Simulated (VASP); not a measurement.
Wanted: the native input for a VASP 6.6.1 run.

| Property | Result |
| --- | --- |
| Task | single point |
| Functional | PBEsol |
| Dispersion | D3(BJ) |
| Potentials or basis | VASP PAW PBE potentials, release 64 (Al, N) |
| Cutoff | 520 eV |
| k mesh | 12 × 12 × 6 |
| Occupations | gaussian, width 0.1 eV |
| Spin | no spin polarisation |
| Dipole correction | no |
| Further INCAR settings | ALGO = Normal; EDIFF = 1e-06; NBANDS = 16 |

The structure of AlN lies in POSCAR:

```
AlN
1.0
    3.3121160000      0.0000000000      0.0000000000
   -1.6560580000      2.8683760000      0.0000000000
    0.0000000000      0.0000000000      4.1875630000
Al N
2 2
Direct
    0.3333333333      0.6666666667      0.7500000000
    0.6666666667      0.3333333333      0.2500000000
    0.3333333333      0.6666666667      0.2500000000
    0.6666666667      0.3333333333      0.7500000000
```

These files were run (other wordings do the same):

INCAR

```
ALGO = Normal
EDIFF = 1E-6
ENCUT = 520
GGA = PS
ISIF = 2
ISMEAR = 0
IVDW = 12
LASPH = True
LCHARG = True
LELF = True
LREAL = False
LVHAR = True
LWAVE = False
NBANDS = 16
NELM = 100
PREC = Accurate
SIGMA = 0.1
```

KPOINTS

```
k-points
0
Gamma
  12 12 6
```

Potentials or basis: VASP PAW PBE potentials, release 64 (Al, N).

Launch:

```bash
$ cat potpaw_PBE.64/Al/POTCAR potpaw_PBE.64/N/POTCAR > POTCAR
$ mpirun -np 1 vasp_std > vasp.out
```

Results of the run:

```
Pressure                   : -7.4 GPa
Band gap on the k mesh     : 3.19 eV, direct
Dispersion energy per atom : -0.238 eV
```

Caveat: the PAW data sets were made with another functional, which shifts forces and pressure a little.

Run time: 43 s on 1 thread of Intel(R) Xeon(R) Platinum 8375C CPU @ 2.90GHz (Ice Lake), with other jobs on the host, peak memory 0.19 GiB.
